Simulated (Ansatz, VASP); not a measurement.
# Two plane-wave programs on Ga2O3

```
Ga O
1.0
     6.94200    0.00000    0.00000
     0.00000    4.73200    0.00000
     0.00000    0.00000    4.85500
Ga O
8 12
Cartesian
  0.8139 3.5683 0.1686
  4.2849 3.5297 4.6864
  6.1281 3.5683 2.2589
  2.6571 3.5297 2.5961
  6.1281 1.1637 4.6864
  2.6571 1.2023 0.1686
  0.8139 1.1637 2.5961
  4.2849 1.2023 2.2589
  5.8819 2.8780 0.5019
  2.4109 4.2200 4.3531
  1.0601 2.8780 1.9256
  4.5311 4.2200 2.9294
  1.0601 1.8540 4.3531
  4.5311 0.5120 0.5019
  5.8819 1.8540 2.9294
  2.4109 0.5120 1.9256
  0.0000 0.2544 1.2138
  3.4710 2.1116 3.6413
  0.0000 4.4776 3.6413
  3.4710 2.6204 1.2138
```

Alike in both runs: task electric field gradients; functional PBE; k mesh 3 × 5 × 5; occupations fermi-dirac, width 0.02 eV; no spin polarisation.

```csv
,VASP,Ansatz
version,VASP 6.6.1,Ansatz 0.2.0
potentials or method,"VASP PAW PBE potentials, release 64 (Ga_d, O), cutoff 520 eV","plane-wave PAW, scalar-relativistic"
valence electrons in the cell,176,176
```

Ansatz gave:

* gap on the k mesh at the Fermi level (eV): 4.33
* rms of the force components (eV/Å): 0.007
* size of Vzz on the site where it differs most (V/Å²): 40.9

Task: Which values does VASP return?

Result: gap on the k mesh at the Fermi level (eV): 4.32; rms of the force components (eV/Å): 0.023; size of Vzz on the site where it differs most (V/Å²): 38.8.

Atom by atom the forces differ by 0.019 eV/Å (rms over components).
